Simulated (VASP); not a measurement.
# ZnO (P6_3mc) in VASP: a series of runs, part 2 of 2

VASP 6.6.1.

## (3) Electric field gradients, LDA (equal xx and yy strain of +2 %)

INCAR reads:

```
SYSTEM = ZnO
ALGO = Normal
EDIFF = 1E-8
ENCUT = 520
ISIF = 2
ISMEAR = -1
LASPH = .True.
LCHARG = .False.
LEFG = .True.
LREAL = .False.
LWAVE = .False.
NBANDS = 26
NELM = 100
PREC = Accurate
SIGMA = 0.01
```

KPOINTS reads:

```
k-points
0
Gamma
  8 8 5
  0 0 0
```

POSCAR reads:

```
ZnO
1.0
    3.3143866984      0.0000000000      0.0000000000
   -1.6571933491      2.8703430787      0.0000000000
    0.0000000000      0.0000000000      5.2038000000
Zn O
2 2
Direct
    0.3333333333      0.6666666667      0.0000000000
    0.6666666667      0.3333333333      0.5000000000
    0.3333333333      0.6666666667      0.3821000000
    0.6666666667      0.3333333333      0.8821000000
```

Potentials or basis: VASP PAW LDA potentials, release 64 (Zn, O).

Launch:

```sh
cat potpaw_LDA.64/Zn/POTCAR potpaw_LDA.64/O/POTCAR > POTCAR
mpirun -np 1 vasp_std > vasp.out
```

OUTCAR:

```text
SYSTEM = ZnO
   EDIFF = 1E-8
   ENCUT = 520
   ISIF = 2
   ISMEAR = -1
   LASPH = .True.
   LREAL = .False.
   NELM = 100
   PREC = Accurate

 ion  position               nearest neighbor table
   1  0.333  0.667  0.000-   3 1.99   4 2.01   4 2.01   4 2.01
   2  0.667  0.333  0.500-   4 1.99   3 2.01   3 2.01   3 2.01
   3  0.333  0.667  0.382-   1 1.99   2 2.01   2 2.01   2 2.01
   4  0.667  0.333  0.882-   2 1.99   1 2.01   1 2.01   1 2.01

  LATTYP: Found a hexagonal cell.
 ALAT       =     3.3143866984
 C/A-ratio  =     1.5700642301

  Lattice vectors:

 A1 = (   3.3143866984,   0.0000000000,   0.0000000000)
 A2 = (  -1.6571933491,   2.8703430787,   0.0000000000)
 A3 = (   0.0000000000,   0.0000000000,   5.2038000000)

Analysis of symmetry for initial positions (statically):
=====================================================================
 Subroutine PRICEL returns:
 Original cell was already a primitive cell.

 Routine SETGRP: Setting up the symmetry group for a
 hexagonal supercell.

 Subroutine GETGRP returns: Found 12 space group operations
 (whereof  6 operations were pure point group operations)
[... 898 lines left out ...]
     -0.00000      1.91356      1.98837         0.000000     -0.000000      0.082348
      1.65719      0.95678      4.59027        -0.000000      0.000000      0.082348
 -----------------------------------------------------------------------------------
    total drift:                               -0.000000      0.000000      0.000171

  FREE ENERGIE OF THE ION-ELECTRON SYSTEM (eV)
  ---------------------------------------------------
  free  energy   TOTEN  =       -21.0113300703 eV

  energy  without entropy=      -21.0113300703  energy(sigma->0) =      -21.01133007

 Electric field gradients (V/A^2)
---------------------------------------------------------------------
 ion       V_xx      V_yy      V_zz      V_xy      V_xz      V_yz
---------------------------------------------------------------------
   1       0.838     0.843    -1.681     0.004     0.000    -0.000
   2       0.838     0.843    -1.681     0.004    -0.000     0.000
   3       2.841     2.843    -5.684     0.001     0.000    -0.000
   4       2.841     2.843    -5.684     0.001    -0.000     0.000
---------------------------------------------------------------------

 Electric field gradients after diagonalization (V/A^2)
 (convention: |V_zz| > |V_xx| > |V_yy|)
----------------------------------------------------------------------
 ion       V_xx      V_yy      V_zz     asymmetry (V_yy - V_xx)/ V_zz
----------------------------------------------------------------------
   1       0.845     0.836    -1.681       0.006
   2       0.845     0.836    -1.681       0.006
   3       2.843     2.840    -5.684       0.001
   4       2.843     2.840    -5.684       0.001
----------------------------------------------------------------------

           NMR quadrupolar parameters

 Cq : quadrupolar parameter    Cq=e*Q*V_zz/h
 eta: asymmetry parameters     (V_yy - V_xx)/ V_zz
 Q  : nuclear electric quadrupole moment in mb (millibarn)
----------------------------------------------------------------------
 ion       Cq(MHz)       eta       Q (mb)
----------------------------------------------------------------------
   1      -0.004       0.006       1.000
   2      -0.004       0.006       1.000
   3      -0.014       0.001       1.000
   4      -0.014       0.001       1.000
----------------------------------------------------------------------
```

stdout:

```text
POSCAR found type information on POSCAR ZnO
 POSCAR found :  2 types and       4 ions
 scaLAPACK will be used
 LDA part: xc-table for (Slater(with rela. corr.)+CA(PZ))
 , standard interpolation
 POSCAR, INCAR and KPOINTS ok, starting setup
 FFT: planning ... GRIDC
 FFT: planning ... GRID_SOFT
 FFT: planning ... GRID
 WAVECAR not read
 entering main loop
ion   1

ion   2

ion   3

ion   4
```

It took 61 s on 1 thread of Intel Xeon 8259CL, shared host; peak memory 0.17 GiB.

Results:

- Free energy: -21.0113 eV
- Pressure: -10.8 GPa
- Largest force: 0.082 eV/Å
- Band gap on the k mesh: 0.70 eV
- Largest electric field gradient by atom: Zn -1.7; O -5.7 V/Å²

Forces in eV/Å, atoms in the order of the input:
```
Zn   0.000  0.000 -0.082
Zn   0.000  0.000 -0.082
O    0.000  0.000  0.082
O    0.000  0.000  0.082
```

Electric field gradients, principal values (V/Å²):
```
atom  least  middle  greatest (by size)
1 Zn  0.836   0.845              -1.681
2 Zn  0.836   0.845              -1.681
 3 O  2.840   2.843              -5.684
 4 O  2.840   2.843              -5.684
```

Caveat: the cell differs from its parent crystal (equal xx and yy strain of +2 %); the cell stands under tension; without QUAD_EFG the Cq values of the log hold for a quadrupole moment of 1 mb, not for the nuclei.

## (4) Electric field gradients, LDA (equal xx and yy strain of +2 %)

INCAR reads:

```
PREC     = Accurate       # precision mode
ENCUT    = 520            # plane-wave cutoff, eV
EDIFF    = 1E-8           # SCF threshold, eV
ISMEAR   = -1             # smearing method
SIGMA    = 0.01           # smearing width, eV
LREAL    = False          # projectors in reciprocal space
LASPH    = True           # aspherical terms in the spheres
NELM     = 60             # most SCF steps
ALGO     = Normal         # electronic algorithm
ISIF     = 2              # what is computed and relaxed
LWAVE    = False          # write WAVECAR
LCHARG   = False          # write CHGCAR
LEFG     = True         
NBANDS   = 26             # bands
```

KPOINTS reads:

```
regular mesh
0
Gamma
  8 8 5
```

POSCAR is that of step 3.

Potentials or basis: VASP PAW LDA potentials, release 64 (Zn, O).

Launch:

```sh
cat potpaw_LDA.64/Zn/POTCAR potpaw_LDA.64/O/POTCAR > POTCAR
mpirun -np 1 vasp_std > vasp.out
```

OUTCAR:

```text
PREC = Accurate
   ENCUT = 520
   EDIFF = 1E-8
   ISMEAR = -1
   LREAL = False
   LASPH = True
   NELM = 60
   ISIF = 2

 ion  position               nearest neighbor table
   1  0.333  0.667  0.000-   3 1.99   4 2.01   4 2.01   4 2.01
   2  0.667  0.333  0.500-   4 1.99   3 2.01   3 2.01   3 2.01
   3  0.333  0.667  0.382-   1 1.99   2 2.01   2 2.01   2 2.01
   4  0.667  0.333  0.882-   2 1.99   1 2.01   1 2.01   1 2.01

  LATTYP: Found a hexagonal cell.
 ALAT       =     3.3143866984
 C/A-ratio  =     1.5700642301

  Lattice vectors:

 A1 = (   3.3143866984,   0.0000000000,   0.0000000000)
 A2 = (  -1.6571933491,   2.8703430787,   0.0000000000)
 A3 = (   0.0000000000,   0.0000000000,   5.2038000000)

Analysis of symmetry for initial positions (statically):
=====================================================================
 Subroutine PRICEL returns:
 Original cell was already a primitive cell.
[... 902 lines left out ...]
     -0.00000      1.91356      0.00000         0.000000      0.000000     -0.082348
      1.65719      0.95678      2.60190        -0.000000     -0.000000     -0.082348
     -0.00000      1.91356      1.98837         0.000000     -0.000000      0.082348
      1.65719      0.95678      4.59027        -0.000000      0.000000      0.082348
 -----------------------------------------------------------------------------------
    total drift:                               -0.000000      0.000000      0.000171

  FREE ENERGIE OF THE ION-ELECTRON SYSTEM (eV)
  ---------------------------------------------------
  free  energy   TOTEN  =       -21.0113300703 eV

  energy  without entropy=      -21.0113300703  energy(sigma->0) =      -21.01133007

 Electric field gradients (V/A^2)
---------------------------------------------------------------------
 ion       V_xx      V_yy      V_zz      V_xy      V_xz      V_yz
---------------------------------------------------------------------
   1       0.838     0.843    -1.681     0.004     0.000    -0.000
   2       0.838     0.843    -1.681     0.004    -0.000     0.000
   3       2.841     2.843    -5.684     0.001     0.000    -0.000
   4       2.841     2.843    -5.684     0.001    -0.000     0.000
---------------------------------------------------------------------

 Electric field gradients after diagonalization (V/A^2)
 (convention: |V_zz| > |V_xx| > |V_yy|)
----------------------------------------------------------------------
 ion       V_xx      V_yy      V_zz     asymmetry (V_yy - V_xx)/ V_zz
----------------------------------------------------------------------
   1       0.845     0.836    -1.681       0.006
   2       0.845     0.836    -1.681       0.006
   3       2.843     2.840    -5.684       0.001
   4       2.843     2.840    -5.684       0.001
----------------------------------------------------------------------

           NMR quadrupolar parameters

 Cq : quadrupolar parameter    Cq=e*Q*V_zz/h
 eta: asymmetry parameters     (V_yy - V_xx)/ V_zz
 Q  : nuclear electric quadrupole moment in mb (millibarn)
----------------------------------------------------------------------
 ion       Cq(MHz)       eta       Q (mb)
----------------------------------------------------------------------
   1      -0.004       0.006       1.000
   2      -0.004       0.006       1.000
   3      -0.014       0.001       1.000
   4      -0.014       0.001       1.000
----------------------------------------------------------------------
```

Wall time 54 s (1 thread of Intel Xeon 8259CL, shared host); peak memory 0.16 GiB.

Results:

```
Free energy                             : -21.0113 eV
Pressure                                : -10.8 GPa
Largest force                           : 0.082 eV/Å
Band gap on the k mesh                  : 0.70 eV
Largest electric field gradient by atom : Zn -1.7; O -5.7 V/Å²
```

Forces on the atoms (eV/Å):
```
Zn   0.000  0.000 -0.082
Zn   0.000  0.000 -0.082
O    0.000  0.000  0.082
O    0.000  0.000  0.082
```

Levels at points of the mesh, in eV from the valence-band top:
```tsv
k point	band 14	band 15	band 16	band 17	band 18	band 19	band 20	band 21	band 22	band 23
(0.00, 0.00, 0.00)	-0.80	-0.80	-0.03	0.00	0.00	0.70	4.88	8.17	12.28	12.28
(0.50, 0.00, 0.00)	-3.45	-2.73	-2.22	-1.20	-0.79	5.50	6.63	7.57	7.98	10.43
```

Electric field gradients, principal values (V/Å²):
| atom | least | middle | greatest (by size) |
| --- | --- | --- | --- |
| 1 Zn | 0.836 | 0.845 | -1.681 |
| 2 Zn | 0.836 | 0.845 | -1.681 |
| 3 O | 2.840 | 2.843 | -5.684 |
| 4 O | 2.840 | 2.843 | -5.684 |

Caveat: the cell differs from its parent crystal (equal xx and yy strain of +2 %); the cell stands under tension; without QUAD_EFG the Cq values of the log hold for a quadrupole moment of 1 mb, not for the nuclei.
